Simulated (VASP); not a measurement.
Here is a VASP 6.6.1 calculation.

File INCAR:

```
SYSTEM = Sb
ALGO = Normal
EDIFF = 1E-7
ENCUT = 520
ISIF = 2
ISMEAR = -1
LASPH = .True.
LCHARG = .False.
LREAL = .False.
LWAVE = .False.
NBANDS = 30
NELM = 80
PREC = Accurate
SIGMA = 0.1
```

Contents of KPOINTS:

```
k-points
0
Gamma
  6 6 6
  0 0 0
```

The input POSCAR:

```
Sb
1.0
    5.9398638132      0.0000000000      0.0000000000
    0.0000000000      5.9398638132      0.0000000000
    0.0000000000      0.0000000000      5.9398638132
Sb
8
Direct
    1.0000000000      1.0000000000      0.0000000000
    0.5000000000      0.5000000000      0.5000000000
    0.2500000000      1.0000000000      0.5000000000
    0.7500000000      1.0000000000      0.5000000000
    0.5000000000      0.2500000000      0.0000000000
    0.5000000000      0.7500000000      0.0000000000
    0.0000000000      0.5000000000      0.2500000000
    0.0000000000      0.5000000000      0.7500000000
```

Potentials or basis: VASP PAW LDA potentials, release 64 (Sb).

Launch:

```bash
$ cat potpaw_LDA.64/Sb/POTCAR > POTCAR
$ mpirun -np 1 vasp_std > vasp.out
```

Predict the band gap on the k mesh.

zero (band 20 reaches 9.02 eV, above the bottom of band 21 at 8.43 eV).

Predict the pressure.

0.0 GPa.

Caveat: spin-orbit coupling is left out, which moves the levels of the heavy elements.
